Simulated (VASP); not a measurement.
Crystal: Al.

```
Al
1.0
    -1.60176    1.60176    1.60176
     1.60176   -1.60176    1.60176
     1.60176    1.60176   -1.60176
Al
1
Cartesian
  0.0000 0.0000 0.0000
```

This cell differs from its parent crystal: volume scaled by 1.02.

Base run:

```yaml
Program: VASP 6.6.1
Functional: PBE
Potentials_or_basis: VASP PAW PBE potentials, release 64 (Al)
Cutoff: 520 eV
k_mesh: 12 × 12 × 12
Occupations: fermi-dirac, width 0.05 eV
Spin: no spin polarisation
```

Its results: pressure 2.2 GPa.

Task: The run is repeated on the same cell with these changes: functional from PBE to r2SCAN. What comes out?

Result: Pressure -1.5 GPa.

Caveats: the PAW data sets were made with another functional, which shifts forces and pressure a little (some runs).
